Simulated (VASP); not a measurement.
# BN (Qingsongite) (F-43m) in VASP: further runs

The runs below take BN (Qingsongite) through single point, with PBE.

All numbers are computed with VASP 6.6.1; they aren't measurements. Logs are shortened: lines on timing, memory, paths and dates and some standing lists are left out, and cuts for length are marked.

## 1. The cell of the first run

It takes space group F-43m (No. 216, cubic). The conventional cell has a = 3.464 Å, b = 3.464 Å, c = 3.464 Å, α = 90.00°, β = 90.00°, γ = 90.00°. Within 2.0 Å of B (site symmetry -43m) lie 4 N at 1.50 Å. N (site symmetry -43m) has 4 B at 1.50 Å within 2.0 Å.

## 2. Single point, PBE

Input file INCAR:

```
PREC     = Accurate       # precision mode
ENCUT    = 520            # plane-wave cutoff, eV
EDIFF    = 1E-6           # SCF threshold, eV
ISMEAR   = 0              # smearing method
SIGMA    = 0.01           # smearing width, eV
LREAL    = F              # projectors in reciprocal space
LASPH    = T              # aspherical terms in the spheres
NELM     = 60             # most SCF steps
ALGO     = Normal         # electronic algorithm
ISIF     = 2              # what is computed and relaxed
LWAVE    = F              # write WAVECAR
LCHARG   = T              # write CHGCAR
GGA      = PE             # functional
LELF     = T              # ELF
LVHAR    = T            
NBANDS   = 11             # bands
```

Input file KPOINTS:

```
Automatic mesh
0
Gamma
  10 10 10
```

Input file POSCAR:

```
BN
1.0
    0.0000000000      1.7320982783      1.7320982783
    1.7320982783      0.0000000000      1.7320982783
    1.7320982783      1.7320982783      0.0000000000
B N
1 1
Direct
    0.0000000000      0.0000000000      0.0000000000
    0.2500000000      0.2500000000      0.2500000000
```

Potentials or basis: VASP PAW PBE potentials, release 64 (B, N).

Started as:

```sh
$ cat potpaw_PBE.64/B/POTCAR potpaw_PBE.64/N/POTCAR > POTCAR
$ mpirun -np 1 vasp_std > vasp.out
```

OUTCAR:

```text
PREC = Accurate
   ENCUT = 520
   EDIFF = 1E-6
   ISMEAR = 0
   LREAL = F
   LASPH = T
   NELM = 60
   ISIF = 2
   GGA = PE

 ion  position               nearest neighbor table
   1  0.000  0.000  0.000-   2 1.50   2 1.50   2 1.50   2 1.50
   2  0.250  0.250  0.250-   1 1.50   1 1.50   1 1.50   1 1.50

  LATTYP: Found a face centered cubic cell.
 ALAT       =     3.4641965566

  Lattice vectors:

 A1 = (   0.0000000000,   1.7320982783,   1.7320982783)
 A2 = (   1.7320982783,   0.0000000000,   1.7320982783)
 A3 = (   1.7320982783,   1.7320982783,   0.0000000000)

Analysis of symmetry for initial positions (statically):
=====================================================================
 Subroutine PRICEL returns:
 Original cell was already a primitive cell.

 Routine SETGRP: Setting up the symmetry group for a
 face centered cubic supercell.

 Subroutine GETGRP returns: Found 24 space group operations
 (whereof 24 operations were pure point group operations)
 out of a pool of 48 trial point group operations.

The static configuration has the point symmetry T_d .

Analysis of symmetry for dynamics (positions and initial velocities):
=====================================================================
 Subroutine PRICEL returns:
 Original cell was already a primitive cell.

 Routine SETGRP: Setting up the symmetry group for a
 face centered cubic supercell.

 Subroutine GETGRP returns: Found 24 space group operations
 (whereof 24 operations were pure point group operations)
 out of a pool of 48 trial point group operations.

The dynamic configuration has the point symmetry T_d .

 Subroutine INISYM returns: Found 24 space group operations
 (whereof 24 operations are pure point group operations),
 and found     1 'primitive' translations

----------------------------------------------------------------------------------------

                                     Primitive cell

  volume of cell :      10.3932

  direct lattice vectors                    reciprocal lattice vectors
     0.000000000  1.732098278  1.732098278    -0.288667223  0.288667223  0.288667223
     1.732098278  0.000000000  1.732098278     0.288667223 -0.288667223  0.288667223
     1.732098278  1.732098278  0.000000000     0.288667223  0.288667223 -0.288667223

  length of vectors
     2.449556877  2.449556877  2.449556877     0.499986297  0.499986297  0.499986297

  position of ions in fractional coordinates (direct lattice)
     0.000000000  0.000000000  0.000000000
     0.250000000  0.250000000  0.250000000

  ion indices of the primitive-cell ions
   primitive index   ion index
                 1           1
                 2           2

----------------------------------------------------------------------------------------

 KPOINTS: Automatic mesh

Automatic generation of k-mesh.
 Grid dimensions read from file:
 generate k-points for:   10   10   10

 Generating k-lattice:

  Cartesian coordinates                     Fractional coordinates (reciprocal lattice)
    -0.028866722  0.028866722  0.028866722     0.100000000  0.000000000  0.000000000
     0.028866722 -0.028866722  0.028866722     0.000000000  0.100000000  0.000000000
     0.028866722  0.028866722 -0.028866722     0.000000000  0.000000000  0.100000000

  Length of vectors
     0.049998630  0.049998630  0.049998630

  Shift w.r.t. Gamma in fractional coordinates (k-lattice)
     0.000000000  0.000000000  0.000000000

 Subroutine IBZKPT returns following result:
 ===========================================

 Found     47 irreducible k-points:

 Following reciprocal coordinates:
            Coordinates               Weight
  0.000000  0.000000  0.000000      1.000000
  0.100000  0.000000  0.000000      8.000000
  0.200000  0.000000  0.000000      8.000000
  0.300000  0.000000  0.000000      8.000000
  0.400000  0.000000  0.000000      8.000000
  0.500000  0.000000  0.000000      4.000000
[... 16 lines left out ...]
  0.300000  0.300000  0.000000      6.000000
  0.400000  0.300000  0.000000     24.000000
 [... further k-points ...]
   k-points           NKPTS =     47   k-points in BZ     NKDIM =     47   number of bands    NBANDS=     11
   number of dos      NEDOS =    301   number of ions     NIONS =      2
   total plane-waves  NPLWV =   5832
   dimension x,y,z NGX =    18 NGY =   18 NGZ =   18
   dimension x,y,z NGXF=    36 NGYF=   36 NGZF=   36
   ions per type =               1   1
   NGX,Y,Z   is equivalent  to a cutoff of  12.22, 12.22, 12.22 a.u.
   NGXF,Y,Z  is equivalent  to a cutoff of  24.43, 24.43, 24.43 a.u.
 SYSTEM =  unknown system
   PREC   = accura    normal or accurate (medium, high low for compatibility)
   ISTART =      0    job   : 0-new  1-cont  2-samecut
   ICHARG =      2    charge: 1-file 2-atom 10-const
   ISPIN  =      1    spin polarized calculation?
   LNONCOLLINEAR =      F non collinear calculations
   LSORBIT =      F    spin-orbit coupling
   LASPH  =      T    aspherical Exc in radial PAW
   ENCUT  =  520.0 eV  38.22 Ry    6.18 a.u.   4.55  4.55  4.55*2*pi/ulx,y,z
   NELM   =     60;   NELMIN=  2; NELMDL= -5     # of ELM steps
   EDIFF  = 0.1E-05   stopping-criterion for ELM
   LREAL  =      F    real-space projection
   EDIFFG = 0.1E-04   stopping-criterion for IOM
   NSW    =      0    number of steps for IOM
   IBRION =     -1    ionic relax: 0-MD 1-quasi-New 2-CG
   NFREE  =      0    steps in history (QN), initial steepest desc. (CG)
   ISIF   =      2    stress and relaxation
   ISYM   =      2    0-nonsym 1-usesym 2-fastsym
   POTIM  = 0.5000    time-step for ionic-motion
   TEBEG  =    0.0;   TEEND  =   0.0 temperature during run
   PSTRESS=    0.0 pullay stress
   NELECT =       8.0000    total number of electrons
   NUPDOWN=      -1.0000    fix difference up-down
   EMIN   =  10.00;   EMAX   =-10.00  energy-range for DOS
   EFERMI =   0.00;   METHOD = LEGACY
   ISMEAR =     0;   SIGMA  =   0.01  broadening in eV -4-tet -1-fermi 0-gaus
   EFERMI_NEDOS =   21; number of points for ismear=-14 and -15
   IALGO  =     38    algorithm
   IMIX   =      4    mixing-type and parameters
     AMIX     =   0.40;   BMIX     =  1.00
     AMIX_MAG =   1.60;   BMIX_MAG =  1.00
  volume/ion in A,a.u.               =       5.20        35.07
  Fermi-wavevector in a.u.,A,eV,Ry     =   1.500338  2.835227 30.626886  2.251013
  Thomas-Fermi vector in A             =   2.611851
   LORBIT       =      0    0 simple, 1 ext, 2 COOP (PROOUT), +10 PAW based schemes
   GGA     = PE    functional components
   LHFCALC =     F    Hartree Fock is set to
   AEXX    =    0.0000 exact exchange contribution
   IVDW    =     0    specifies the selected vdW correction
   LEPSILON=     F    determine dielectric tensor
   LRPA    =     F    only Hartree local field effects (RPA)
 non-spin polarized calculation
 Gauss-broadening in eV      SIGMA  =   0.01
  energy-cutoff  :      520.00
  volume of cell :       10.39
 maximum number of plane-waves:       292
   NGX =  9   NGY =  9   NGZ =  9

 number of electron       7.9999997 magnetization

 Free energy of the ion-electron system (eV)
  ---------------------------------------------------
  ext. energy  EPLUGINS =         0.00000000
  ---------------------------------------------------
  free energy    TOTEN  =       -17.16937753 eV

  energy without entropy =      -17.16937753  energy(sigma->0) =      -17.16937753

 E-fermi :   9.2631     XC(G=0): -13.4646

 val. band max:        9.0615573526   @ k =   0.0000   0.0000   0.0000
 cond. band min:      13.6454449606   @ k =   0.5000   0.5000   0.0000
 fundamental gap:      4.5838876080
 Fermi energy:         9.2630549042

 k-point     1 :       0.0000    0.0000    0.0000
  band No.  band energies     occupation
      1     -12.6981      2.00000
      2       9.0616      2.00000
      3       9.0616      2.00000
      4       9.0616      2.00000
      5      18.4926      0.00000
      6      18.4926      0.00000
      7      18.4926      0.00000
      8      21.5711      0.00000
      9      36.2987      0.00000
     10      38.4406      0.00000
     11      38.4406      0.00000

 k-point     2 :       0.1000    0.0000    0.0000
  band No.  band energies     occupation
      1     -12.4295      2.00000
      2       7.6728      2.00000
      3       8.7691      2.00000
      4       8.7691      2.00000
      5      18.9350      0.00000
      6      18.9350      0.00000
      7      18.9885      0.00000
      8      22.2595      0.00000
      9      35.5098      0.00000
     10      35.5604      0.00000
     11      35.5604      0.00000

 k-point     3 :       0.2000    0.0000    0.0000
  band No.  band energies     occupation
      1     -11.6356      2.00000
      2       4.6934      2.00000
      3       8.1185      2.00000
      4       8.1185      2.00000
      5      19.7303      0.00000
      6      19.8300      0.00000
      7      19.8300      0.00000
      8      23.7392      0.00000
      9      33.9636      0.00000
     10      33.9636      0.00000
     11      34.4532      0.00000

 k-point     4 :       0.3000    0.0000    0.0000
  band No.  band energies     occupation
      1     -10.3674      2.00000
      2       1.4274      2.00000
      3       7.4670      2.00000
      4       7.4670      2.00000
      5      20.3571      0.00000
      6      20.4148      0.00000
      7      20.4148      0.00000
      8      24.8999      0.00000
      9      34.0886      0.00000
     10      34.3548      0.00000
     11      34.3548      0.00000

 k-point     5 :       0.4000    0.0000    0.0000
  band No.  band energies     occupation
      1      -8.8121      2.00000
      2      -1.4455      2.00000
      3       7.0218      2.00000
      4       7.0218      2.00000
      5      20.5063      0.00000
      6      20.5063      0.00000
      7      20.7893      0.00000
      8      25.4677      0.00000
      9      34.2867      0.00000
     10      36.3919      0.00000
     11      36.3919      0.00000
[... 211 lines left out ...]
 k-point    21 :      -0.3000    0.2000    0.0000
  band No.  band energies     occupation
      1      -8.5184      2.00000
      2       0.0663      2.00000
      3       3.5251      2.00000
      4       6.6990      2.00000
      5      19.5400      0.00000
      6      22.0665      0.00000
      7      23.0548      0.00000
      8      25.7334      0.00000
      9      32.3900      0.00000
     10      32.6560      0.00000
     11      38.5341      0.00000

 k-point    22 :      -0.2000    0.2000    0.0000
  band No.  band energies     occupation
      1      -9.9481      2.00000
      2       2.3310      2.00000
      3       4.2648      2.00000
      4       7.5935      2.00000
      5      20.5370      0.00000
      6      20.9157      0.00000
      7      21.8144      0.00000
      8      24.6224      0.00000
      9      31.3485      0.00000
     10      33.0758      0.00000
     11      38.6181      0.00000

 k-point    23 :       0.3000    0.3000    0.0000
  band No.  band energies     occupation
      1      -9.6090      2.00000
      2       3.5401      2.00000
      3       4.8811      2.00000
      4       4.8811      2.00000
      5      15.6052      0.00000
      6      20.6875      0.00000
      7      25.2940      0.00000
      8      25.2940      0.00000
      9      29.8210      0.00000
     10      39.3451      0.00000
     11      42.9056      0.00000

 k-point    24 :       0.4000    0.3000    0.0000
  band No.  band energies     occupation
      1      -8.4605      2.00000
      2       1.7538      2.00000
      3       3.9643      2.00000
      4       4.4231      2.00000
      5      15.5184      0.00000
      6      20.4961      0.00000
      7      26.2471      0.00000
      8      26.2867      0.00000
      9      30.8612      0.00000
     10      38.9773      0.00000
     11      43.0366      0.00000

 [... further k-points ...]
[... 5 lines left out ...]
  --------------------------------------------------------------------------------------
  -------------------------------------------------------------------------------------
  Total        4.2405760      4.2405760      4.2405760      0.0000000      0.0000000      0.0000000
  in kB      653.7140937    653.7140937    653.7140937      0.0000000      0.0000000      0.0000000
  external PRESSURE =     653.7140937 kB  Pullay stress =       0.0000000 kB

 VOLUME and BASIS-vectors are now :
 -----------------------------------------------------------------------------
  energy-cutoff  :      520.00
  volume of cell :       10.39
      direct lattice vectors                 reciprocal lattice vectors
     0.000000000  1.732098278  1.732098278    -0.288667223  0.288667223  0.288667223
     1.732098278  0.000000000  1.732098278     0.288667223 -0.288667223  0.288667223
     1.732098278  1.732098278  0.000000000     0.288667223  0.288667223 -0.288667223

 POSITION                                       TOTAL-FORCE (eV/Angst)
 -----------------------------------------------------------------------------------
      0.00000      0.00000      0.00000        -0.000000      0.000000     -0.000000
      0.86605      0.86605      0.86605         0.000000     -0.000000      0.000000
 -----------------------------------------------------------------------------------
    total drift:                                0.000000      0.000000     -0.000000

  FREE ENERGIE OF THE ION-ELECTRON SYSTEM (eV)
  ---------------------------------------------------
  free  energy   TOTEN  =       -17.1693775271 eV

  energy  without entropy=      -17.1693775271  energy(sigma->0) =      -17.16937753
```

Wall time 12 s (1 thread of AMD EPYC 7R13, shared host); peak memory 0.08 GiB.

Results:

```
Free energy            : -17.1694 eV
Pressure               : 65.4 GPa
Band gap on the k mesh : 4.58 eV, indirect (least direct gap 9.43 eV)
```

Levels at points of the mesh, in eV from the valence-band top:
| k point | band 1 | band 2 | band 3 | band 4 | band 5 | band 6 | band 7 | band 8 |
| --- | --- | --- | --- | --- | --- | --- | --- | --- |
| (0.00, 0.00, 0.00) | -21.76 | 0.00 | 0.00 | 0.00 | 9.43 | 9.43 | 9.43 | 12.51 |
| (0.50, 0.00, 0.00) | -16.91 | -11.93 | -2.20 | -2.20 | 11.41 | 11.41 | 11.88 | 16.57 |
| (0.50, 0.50, 0.00) | -15.36 | -9.80 | -5.57 | -5.57 | 4.58 | 9.94 | 19.97 | 19.97 |

A k mesh can miss the band edges.

(Continued in part 2 of 3.)
